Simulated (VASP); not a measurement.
BeS, 2 atoms in the cell. Symmetry: F-43m, No. 216, cubic system. Conventional cell: a = 4.850 Å, b = 4.850 Å, c = 4.850 Å, α = 90.00°, β = 90.00°, γ = 90.00°. Be (site symmetry -43m) has 4 S at 2.10 Å within 2.8 Å. Within 2.8 Å of S (site symmetry -43m) lie 4 Be at 2.10 Å. 

```yaml
Program: VASP 6.6.1
Task: electric field gradients
Functional: PBE
Potentials_or_basis: VASP PAW PBE potentials, release 64 (Be, S)
Cutoff: 520 eV
k_mesh: 7 × 7 × 7
Occupations: fermi-dirac, width 0.02 eV
Spin: no spin polarisation
Dipole_correction: no
Further_INCAR_settings: ALGO = Normal; EDIFF = 1e-08; NBANDS = 11
```

Potentials or basis: VASP PAW PBE potentials, release 64 (Be, S).

Run with:

```bash
$ cat potpaw_PBE.64/Be/POTCAR potpaw_PBE.64/S/POTCAR > POTCAR
$ mpirun -np 1 vasp_std > vasp.out
```

Hardware: 1 thread of Intel(R) Xeon(R) Platinum 8488C (Sapphire Rapids), with other jobs on the host.

Q: How long does it take, and how much memory?

A: It took 8.8 s on 1 thread of Intel(R) Xeon(R) Platinum 8488C (Sapphire Rapids) (shared host), peak memory 0.14 GiB. Counts: scf iterations 15, k points 20.
